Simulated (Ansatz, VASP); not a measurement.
# Two plane-wave programs on Si5C

```
Si C
1.0
     2.77123    0.00000    0.00000
    -1.38561    2.39995    0.00000
     0.00000    0.00000   12.06025
Si C
5 1
Direct
  0.33333 0.66667 0.89964
  0.33333 0.66667 0.10036
  0.33333 0.66667 0.50000
  0.66667 0.33333 0.30875
  0.66667 0.33333 0.69125
  0.66667 0.33333 0.00000
```

Alike in both runs: functional PBE; k mesh 6 × 6 × 2; occupations gaussian, width 0.1 eV; no spin polarisation.

Ansatz relaxed the structure, and its values are those at the end. VASP's run is a single point on that final structure, the one shown.

|  | VASP | Ansatz |
| --- | --- | --- |
| version | VASP 6.6.1 | Ansatz 0.2.0 |
| potentials or method | VASP PAW PBE potentials, release 64 (Si, C), cutoff 520 eV | scalar-relativistic, plane waves, PAW |
| valence electrons in the cell | 24 | 24 |

|  | VASP | Ansatz | Ansatz less VASP |
| --- | --- | --- | --- |
| gap on the k mesh at the Fermi level (eV) | none | none | - |
| pressure (GPa) | -0.1 | 0.0 | 0.00 |
| rms of the force components (eV/Å) | 0.002 | 0.012 | +0.0098 |

A gap of «none» marks a metal or a gap that the smearing closes.

The k mesh is coarse, so the values compare programs but aren't converged.
